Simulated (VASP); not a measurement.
# TiTe2 (P-3m1) in VASP: further runs

TiTe2 is run at these levels: LDA; tasks: single point.

Everything below comes from runs of VASP 6.6.1. Logs are shortened: lines on timing, memory, paths and dates and some standing lists are left out, and cuts for length are marked.

### Step 1. The cell of the first run

It takes space group P-3m1 (No. 164, trigonal). The conventional cell has a = 3.528 Å, b = 3.528 Å, c = 6.057 Å, α = 90.00°, β = 90.00°, γ = 120.00°. Ti (site symmetry -3m) has 6 Te at 2.66 Å and 6 Ti at 3.53 Å within 3.6 Å. Within 3.6 Å of Te (site symmetry 3m) lie 3 Ti at 2.66 Å and 9 Te at 3.32 to 3.53 Å.

### Step 2. Single point, LDA

INCAR reads:

```
PREC = Accurate
ENCUT = 520
EDIFF = 1E-7
ISMEAR = 0
SIGMA = 0.03
LREAL = F
LASPH = T
NELM = 60
ALGO = Normal
ISIF = 2
LWAVE = F
LCHARG = T
GGA = CA
LELF = T
LVHAR = T
NBANDS = 19
```

KPOINTS reads:

```
Automatic mesh
0
Gamma
  12 12 8
```

POSCAR reads:

```
TiTe2
1.0
    3.5280422525      0.0000000000      0.0000000000
   -1.7640211262      3.0553742163      0.0000000000
    0.0000000000      0.0000000000      6.0567760881
Ti Te
1 2
Direct
    0.0000000000      0.0000000000      0.0000000000
    0.3333333333      0.6666666667      0.2834206807
    0.6666666667      0.3333333333      0.7165793193
```

Potentials or basis: VASP PAW LDA potentials, release 64 (Ti_sv, Te).

Started as:

```sh
> cat potpaw_LDA.64/Ti_sv/POTCAR potpaw_LDA.64/Te/POTCAR > POTCAR
> mpirun -np 1 vasp_std > vasp.out
```

OUTCAR:

```text
PREC = Accurate
   ENCUT = 520
   EDIFF = 1E-7
   ISMEAR = 0
   LREAL = F
   LASPH = T
   NELM = 60
   ISIF = 2
   GGA = CA

 ion  position               nearest neighbor table
   1  0.000  0.000  0.000-   2 2.66   3 2.66   2 2.66   3 2.66   3 2.66   2 2.66
   2  0.333  0.667  0.283-   1 2.66   1 2.66   1 2.66   3 3.32   3 3.32   3 3.32
   3  0.667  0.333  0.717-   1 2.66   1 2.66   1 2.66   2 3.32   2 3.32   2 3.32

  LATTYP: Found a hexagonal cell.
 ALAT       =     3.5280422525
 C/A-ratio  =     1.7167527072

  Lattice vectors:

 A1 = (   3.5280422525,   0.0000000000,   0.0000000000)
 A2 = (  -1.7640211262,   3.0553742163,   0.0000000000)
 A3 = (   0.0000000000,   0.0000000000,   6.0567760881)

Analysis of symmetry for initial positions (statically):
=====================================================================
 Subroutine PRICEL returns:
 Original cell was already a primitive cell.

 Routine SETGRP: Setting up the symmetry group for a
 hexagonal supercell.

 Subroutine GETGRP returns: Found 12 space group operations
 (whereof 12 operations were pure point group operations)
 out of a pool of 24 trial point group operations.

The static configuration has the point symmetry D_3d.

Analysis of symmetry for dynamics (positions and initial velocities):
=====================================================================
 Subroutine PRICEL returns:
 Original cell was already a primitive cell.

 Routine SETGRP: Setting up the symmetry group for a
 hexagonal supercell.

 Subroutine GETGRP returns: Found 12 space group operations
 (whereof 12 operations were pure point group operations)
 out of a pool of 24 trial point group operations.

The dynamic configuration has the point symmetry D_3d.

 Subroutine INISYM returns: Found 12 space group operations
 (whereof 12 operations are pure point group operations),
 and found     1 'primitive' translations

----------------------------------------------------------------------------------------

                                     Primitive cell

  volume of cell :      65.2890

  direct lattice vectors                    reciprocal lattice vectors
     3.528042253  0.000000000  0.000000000     0.283443317  0.163646076  0.000000000
    -1.764021126  3.055374216  0.000000000     0.000000000  0.327292151  0.000000000
     0.000000000  0.000000000  6.056776088     0.000000000  0.000000000  0.165104337

  length of vectors
     3.528042253  3.528042252  6.056776088     0.327292151  0.327292151  0.165104337

  position of ions in fractional coordinates (direct lattice)
     0.000000000  0.000000000  0.000000000
     0.333333333  0.666666667  0.283420681
     0.666666667  0.333333333  0.716579319

  ion indices of the primitive-cell ions
   primitive index   ion index
                 1           1
                 2           2
                 3           3

----------------------------------------------------------------------------------------

 KPOINTS: Automatic mesh

Automatic generation of k-mesh.
 Grid dimensions read from file:
 generate k-points for:   12   12    8

 Generating k-lattice:

  Cartesian coordinates                     Fractional coordinates (reciprocal lattice)
     0.023620276  0.013637173  0.000000000     0.083333333  0.000000000  0.000000000
     0.000000000  0.027274346  0.000000000     0.000000000  0.083333333  0.000000000
     0.000000000  0.000000000  0.020638042     0.000000000  0.000000000  0.125000000

  Length of vectors
     0.027274346  0.027274346  0.020638042

  Shift w.r.t. Gamma in fractional coordinates (k-lattice)
     0.000000000  0.000000000  0.000000000

 Subroutine IBZKPT returns following result:
 ===========================================

 Found    131 irreducible k-points:

 Following reciprocal coordinates:
            Coordinates               Weight
  0.000000  0.000000  0.000000      1.000000
  0.083333  0.000000  0.000000      6.000000
  0.166667 -0.000000  0.000000      6.000000
  0.250000  0.000000  0.000000      6.000000
  0.333333  0.000000  0.000000      6.000000
  0.416667  0.000000  0.000000      6.000000
[... 16 lines left out ...]
  0.166667 -0.000000  0.125000      6.000000
  0.000000  0.166667  0.125000      6.000000
 [... further k-points ...]
   k-points           NKPTS =    131   k-points in BZ     NKDIM =    131   number of bands    NBANDS=     19
   number of dos      NEDOS =    301   number of ions     NIONS =      3
   total plane-waves  NPLWV =  37632
   dimension x,y,z NGX =    28 NGY =   28 NGZ =   48
   dimension x,y,z NGXF=    56 NGYF=   56 NGZF=   96
   ions per type =               1   2
   NGX,Y,Z   is equivalent  to a cutoff of  13.19, 13.19, 13.18 a.u.
   NGXF,Y,Z  is equivalent  to a cutoff of  26.39, 26.39, 26.35 a.u.
 SYSTEM =  unknown system
   PREC   = accura    normal or accurate (medium, high low for compatibility)
   ISTART =      0    job   : 0-new  1-cont  2-samecut
   ICHARG =      2    charge: 1-file 2-atom 10-const
   ISPIN  =      1    spin polarized calculation?
   LNONCOLLINEAR =      F non collinear calculations
   LSORBIT =      F    spin-orbit coupling
   LASPH  =      T    aspherical Exc in radial PAW
   ENCUT  =  520.0 eV  38.22 Ry    6.18 a.u.   6.56  6.56 11.26*2*pi/ulx,y,z
   NELM   =     60;   NELMIN=  2; NELMDL= -5     # of ELM steps
   EDIFF  = 0.1E-06   stopping-criterion for ELM
   LREAL  =      F    real-space projection
   EDIFFG = 0.1E-05   stopping-criterion for IOM
   NSW    =      0    number of steps for IOM
   IBRION =     -1    ionic relax: 0-MD 1-quasi-New 2-CG
   NFREE  =      0    steps in history (QN), initial steepest desc. (CG)
   ISIF   =      2    stress and relaxation
   ISYM   =      2    0-nonsym 1-usesym 2-fastsym
   POTIM  = 0.5000    time-step for ionic-motion
   TEBEG  =    0.0;   TEEND  =   0.0 temperature during run
   PSTRESS=    0.0 pullay stress
   NELECT =      24.0000    total number of electrons
   NUPDOWN=      -1.0000    fix difference up-down
   EMIN   =  10.00;   EMAX   =-10.00  energy-range for DOS
   EFERMI =   0.00;   METHOD = LEGACY
   ISMEAR =     0;   SIGMA  =   0.03  broadening in eV -4-tet -1-fermi 0-gaus
   EFERMI_NEDOS =   21; number of points for ismear=-14 and -15
   IALGO  =     38    algorithm
   IMIX   =      4    mixing-type and parameters
     AMIX     =   0.40;   BMIX     =  1.00
     AMIX_MAG =   1.60;   BMIX_MAG =  1.00
  volume/ion in A,a.u.               =      21.76       146.86
  Fermi-wavevector in a.u.,A,eV,Ry     =   1.172732  2.216142 18.712089  1.375300
  Thomas-Fermi vector in A             =   2.309156
   LORBIT       =      0    0 simple, 1 ext, 2 COOP (PROOUT), +10 PAW based schemes
   GGA     = CA    functional components
   LHFCALC =     F    Hartree Fock is set to
   AEXX    =    0.0000 exact exchange contribution
   IVDW    =     0    specifies the selected vdW correction
   LEPSILON=     F    determine dielectric tensor
   LRPA    =     F    only Hartree local field effects (RPA)
 non-spin polarized calculation
 Gauss-broadening in eV      SIGMA  =   0.03
  energy-cutoff  :      520.00
  volume of cell :       65.29
 maximum number of plane-waves:      1798
 NGX is ok and might be reduce to    28
   NGX = 13   NGY = 13   NGZ = 23

 number of electron      24.0000003 magnetization

 Free energy of the ion-electron system (eV)
  ---------------------------------------------------
  ext. energy  EPLUGINS =         0.00000000
  ---------------------------------------------------
  free energy    TOTEN  =       -18.16016011 eV

  energy without entropy =      -18.15970769  energy(sigma->0) =      -18.15993390

 E-fermi :   9.4389     XC(G=0): -11.0859

 val. band max:        9.4318440746   @ k =   0.0000   0.1667   0.2500
 cond. band min:       9.4602641593   @ k =   0.3333   0.0000   0.5000
 fundamental gap:      0.0284200847
 Fermi energy:         9.4388942624

 k-point     1 :       0.0000    0.0000    0.0000
  band No.  band energies     occupation
      1     -46.8780      2.00000
      2     -23.5620      2.00000
      3     -23.5448      2.00000
      4     -23.5448      2.00000
      5      -4.3733      2.00000
      6      -1.9827      2.00000
[... 11 lines left out ...]
     18      14.9335      0.00000
     19      16.9876      0.00000

 k-point     2 :       0.0833    0.0000    0.0000
  band No.  band energies     occupation
      1     -46.8774      2.00000
      2     -23.5603      2.00000
      3     -23.5515      2.00000
      4     -23.5463      2.00000
      5      -4.2723      2.00000
      6      -1.9279      2.00000
[... 11 lines left out ...]
     18      15.5794      0.00000
     19      17.1699      0.00000

 k-point     3 :       0.1667   -0.0000    0.0000
  band No.  band energies     occupation
      1     -46.8757      2.00000
      2     -23.5700      2.00000
      3     -23.5555      2.00000
      4     -23.5504      2.00000
      5      -3.9746      2.00000
      6      -1.7730      2.00000
[... 11 lines left out ...]
     18      15.7244      0.00000
     19      17.4202      0.00000

 k-point     4 :       0.2500    0.0000    0.0000
  band No.  band energies     occupation
      1     -46.8734      2.00000
      2     -23.5951      2.00000
      3     -23.5560      2.00000
      4     -23.5491      2.00000
      5      -3.4994      2.00000
      6      -1.5525      2.00000
[... 11 lines left out ...]
     18      15.2833      0.00000
     19      16.3204      0.00000

 k-point     5 :       0.3333    0.0000    0.0000
  band No.  band energies     occupation
      1     -46.8711      2.00000
      2     -23.6201      2.00000
      3     -23.5616      2.00000
      4     -23.5426      2.00000
      5      -2.8888      2.00000
      6      -1.3440      2.00000
[... 11 lines left out ...]
     18      15.0353      0.00000
     19      15.8325      0.00000
[... 334 lines left out ...]
      2     -23.5603      2.00000
      3     -23.5515      2.00000
      4     -23.5463      2.00000
      5      -4.2174      2.00000
      6      -2.0710      2.00000
[... 11 lines left out ...]
     18      15.6334      0.00000
     19      17.3606      0.00000

 k-point    22 :       0.0000    0.0833    0.1250
  band No.  band energies     occupation
      1     -46.8774      2.00000
      2     -23.5603      2.00000
      3     -23.5515      2.00000
      4     -23.5463      2.00000
      5      -4.2181      2.00000
      6      -2.0689      2.00000
[... 11 lines left out ...]
     18      15.6202      0.00000
     19      16.9750      0.00000

 k-point    23 :       0.1667   -0.0000    0.1250
  band No.  band energies     occupation
      1     -46.8757      2.00000
      2     -23.5700      2.00000
      3     -23.5555      2.00000
      4     -23.5504      2.00000
      5      -3.9203      2.00000
      6      -1.9066      2.00000
[... 11 lines left out ...]
     18      15.9598      0.00000
     19      17.3669      0.00000

 k-point    24 :       0.0000    0.1667    0.1250
  band No.  band energies     occupation
      1     -46.8757      2.00000
      2     -23.5700      2.00000
      3     -23.5555      2.00000
      4     -23.5504      2.00000
      5      -3.9262      2.00000
      6      -1.8895      2.00000
[... 11 lines left out ...]
     18      15.4851      0.00000
     19      16.7046      0.00000

 [... further k-points ...]
[... 5 lines left out ...]
  --------------------------------------------------------------------------------------
  -------------------------------------------------------------------------------------
  Total        3.3152863      3.3152863      3.3255525      0.0000000      0.0000000      0.0000000
  in kB       81.3564356     81.3564356     81.6083660      0.0000000      0.0000000      0.0000000
  external PRESSURE =      81.4404124 kB  Pullay stress =       0.0000000 kB

 VOLUME and BASIS-vectors are now :
 -----------------------------------------------------------------------------
  energy-cutoff  :      520.00
  volume of cell :       65.29
      direct lattice vectors                 reciprocal lattice vectors
     3.528042253  0.000000000  0.000000000     0.283443317  0.163646076  0.000000000
    -1.764021126  3.055374216  0.000000000     0.000000000  0.327292151  0.000000000
     0.000000000  0.000000000  6.056776088     0.000000000  0.000000000  0.165104337

 POSITION                                       TOTAL-FORCE (eV/Angst)
 -----------------------------------------------------------------------------------
      0.00000      0.00000      0.00000        -0.000000      0.000000      0.000000
     -0.00000      2.03692      1.71662        -0.000000      0.000000      0.033329
      1.76402      1.01846      4.34016         0.000000      0.000000     -0.033329
 -----------------------------------------------------------------------------------
    total drift:                               -0.000000     -0.000000     -0.000000

  FREE ENERGIE OF THE ION-ELECTRON SYSTEM (eV)
  ---------------------------------------------------
  free  energy   TOTEN  =       -18.1601601087 eV

  energy  without entropy=      -18.1597076928  energy(sigma->0) =      -18.15993390
```

Wall time 1.8 min (1 thread of Intel Xeon Platinum 8488C (Sapphire Rapids), shared host); peak memory 0.28 GiB.

Results:

- Free energy: -18.1602 eV
- Pressure: 8.1 GPa
- Largest force: 0.033 eV/Å
- Band gap on the k mesh: zero (bands 12 and 13 overlap by 0.92 eV)

Forces in eV/Å, atoms in the order of the input:
```
Ti   0.000  0.000  0.000
Te   0.000  0.000  0.033
Te   0.000  0.000 -0.033
```

Levels at points of the mesh, in eV from the Fermi level:
```
           k point  band 9  band 10  band 11  band 12  band 13  band 14  band 15  band 16
(0.00, 0.00, 0.00)   -1.60     0.05     0.53     0.53     1.32     1.78     1.78     3.34
(0.50, 0.00, 0.00)   -3.29    -2.82    -1.73    -1.37    -0.14     1.60     1.97     2.71
(0.00, 0.00, 0.50)   -1.44    -1.44     0.51     0.51     1.04     1.04     1.44     4.30
(0.50, 0.00, 0.50)   -2.95    -2.36    -0.68    -0.67    -0.14     1.60     2.03     2.68
```

Caveat: the cell stands under pressure; spin-orbit coupling is left out, which moves the levels of the heavy elements.

### Step 3. Single point, LDA

This run uses another cell than the first one, of 22.29 Å³/atom.

INCAR reads:

```
PREC = Accurate ; ENCUT = 520
EDIFF = 1E-7 ; ISMEAR = 0
SIGMA = 0.03 ; LREAL = False
LASPH = True ; NELM = 100
ALGO = Normal ; ISIF = 2
LWAVE = False ; LCHARG = False
GGA = CA ; NBANDS = 19
```

KPOINTS is that of step 2.

POSCAR reads:

```
TiTe2
1.0
    3.5574231568      0.0000000000      0.0000000000
   -1.7787115784      3.0808188258      0.0000000000
    0.0000000000      0.0000000000      6.1003315936
Ti Te
1 2
Direct
    0.0000000000      0.0000000000      0.0000000000
    0.3333333333      0.6666666667      0.2811036129
    0.6666666667      0.3333333333      0.7188963871
```

Potentials or basis: VASP PAW LDA potentials, release 64 (Ti_sv, Te).

Started as:

```sh
> cat potpaw_LDA.64/Ti_sv/POTCAR potpaw_LDA.64/Te/POTCAR > POTCAR
> mpirun -np 1 vasp_std > vasp.out
```

Run time: 1.8 min. Hardware: 1 thread of Intel Xeon Platinum 8488C (Sapphire Rapids), shared host; peak memory 0.28 GiB.

It converged, with:

```
Free energy            : -18.2291 eV
Pressure               : 6.1 GPa
Largest force          : 0.034 eV/Å
Band gap on the k mesh : zero (bands 12 and 13 overlap by 0.90 eV)
```

Forces in eV/Å, atoms in the order of the input:
```
Ti   0.000  0.000  0.000
Te   0.000  0.000  0.034
Te   0.000  0.000 -0.034
```

Levels at points of the mesh, in eV from the Fermi level:
```csv
k point,band 8,band 9,band 10,band 11,band 12,band 13,band 14,band 15,band 16,band 17
"(0.00, 0.00, 0.00)",-1.61,-1.61,0.10,0.52,0.52,1.23,1.69,1.69,3.32,3.32
"(0.50, 0.00, 0.00)",-4.38,-3.23,-2.76,-1.73,-1.32,-0.11,1.54,1.91,2.66,4.09
"(0.00, 0.00, 0.50)",-3.35,-1.46,-1.46,0.49,0.49,1.01,1.01,1.38,4.21,4.21
"(0.50, 0.00, 0.50)",-5.68,-2.87,-2.31,-0.70,-0.62,-0.20,1.54,1.95,2.69,3.87
```

Caveat: the cell stands under pressure; spin-orbit coupling is left out, which moves the levels of the heavy elements.

### Step 4. Single point, LDA

This run uses another cell than the first one, of 22.89 Å³/atom.

INCAR reads:

```
PREC = Accurate
ENCUT = 520
EDIFF = 1E-7
ISMEAR = 0
SIGMA = 0.03
LREAL = F
LASPH = T
NELM = 100
ALGO = Normal
ISIF = 2
LWAVE = F
LCHARG = F
GGA = CA
NBANDS = 19
```

KPOINTS is that of step 3.

POSCAR reads:

```
TiTe2
1.0
    3.5889765667      0.0000000000      0.0000000000
   -1.7944882834      3.1081448804      0.0000000000
    0.0000000000      0.0000000000      6.1566702020
Ti Te
1 2
Direct
    0.0000000000      0.0000000000      0.0000000000
    0.3333333333      0.6666666667      0.2782752710
    0.6666666667      0.3333333333      0.7217247290
```

Started as:

```sh
> cat potpaw_LDA.64/Ti_sv/POTCAR potpaw_LDA.64/Te/POTCAR > POTCAR
> mpirun -np 1 vasp_std > vasp.out
```

It took 1.8 min on 1 thread of Intel Xeon Platinum 8488C (Sapphire Rapids), shared host; peak memory 0.29 GiB.

The run converged. Its results:

* Free energy: -18.2862 eV
* Pressure: 4.1 GPa
* Largest force: 0.035 eV/Å
* Band gap on the k mesh: zero (bands 12 and 13 overlap by 0.84 eV)

Forces on the atoms (eV/Å):
```
Ti   0.000  0.000  0.000
Te   0.000  0.000  0.035
Te   0.000  0.000 -0.035
```

Levels at points of the mesh, in eV from the Fermi level:
| k point | band 8 | band 9 | band 10 | band 11 | band 12 | band 13 | band 14 | band 15 | band 16 | band 17 |
| --- | --- | --- | --- | --- | --- | --- | --- | --- | --- | --- |
| (0.00, 0.00, 0.00) | -1.62 | -1.62 | 0.13 | 0.49 | 0.49 | 1.11 | 1.59 | 1.59 | 3.30 | 3.30 |
| (0.50, 0.00, 0.00) | -4.26 | -3.17 | -2.71 | -1.74 | -1.28 | -0.09 | 1.46 | 1.84 | 2.61 | 3.97 |
| (0.00, 0.00, 0.50) | -3.35 | -1.49 | -1.49 | 0.47 | 0.47 | 0.98 | 0.98 | 1.31 | 4.10 | 4.10 |
| (0.50, 0.00, 0.50) | -5.48 | -2.80 | -2.26 | -0.75 | -0.57 | -0.27 | 1.46 | 1.86 | 2.69 | 3.90 |

Caveat: the cell stands under pressure; spin-orbit coupling is left out, which moves the levels of the heavy elements.

(Continued in part 2 of 2.)
